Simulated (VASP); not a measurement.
Runs of VASP 6.6.1 on MgO. The structure is that of space group P6_3/mmc (No. 194), or close to it. The cells are those of the table. 

```csv
cell,gap on the mesh (eV),pressure (GPa)
"a = 3.484, b = 3.484, c = 4.207 Å, angles 90.0, 90.0, 120.0°, 4 atoms",4.05,-1.5
"a = 3.484, b = 3.484, c = 4.102 Å, angles 90.0, 90.0, 120.0°, 4 atoms",4.20,2.4
"a = 3.484, b = 3.484, c = 4.248 Å, angles 90.0, 90.0, 120.0°, 4 atoms",(c),-2.8
"a = 3.484, b = 3.484, c = 4.269 Å, angles 90.0, 90.0, 120.0°, 4 atoms",(a),-3.4
"a = 3.484, b = 3.484, c = 4.228 Å, angles 90.0, 90.0, 120.0°, 4 atoms",4.02,(d)
"a = 3.484, b = 3.484, c = 4.165 Å, angles 90.0, 90.0, 120.0°, 4 atoms",4.11,0.0
"a = 3.484, b = 3.484, c = 4.123 Å, angles 90.0, 90.0, 120.0°, 4 atoms",4.17,1.5
"a = 3.484, b = 3.484, c = 4.259 Å, angles 90.0, 90.0, 120.0°, 4 atoms",(b),-3.1
"a = 3.484, b = 3.484, c = 4.144 Å, angles 90.0, 90.0, 120.0°, 4 atoms",4.14,0.7
```

Alike in all rows: task single point; level r2SCAN; potentials or basis VASP PAW PBE potentials, release 64 (Mg, O); no spin polarisation; k mesh 6 × 6 × 6; cutoff (eV) 520; smearing gaussian 0.05 eV.

Q: Estimate the missing entries.

A: (a) 3.95; (b) 3.97; (c) 3.98; (d) -2.2.

Caveats: the PAW data sets were made with another functional, which shifts forces and pressure a little; the cell stands under tension (at least some runs).

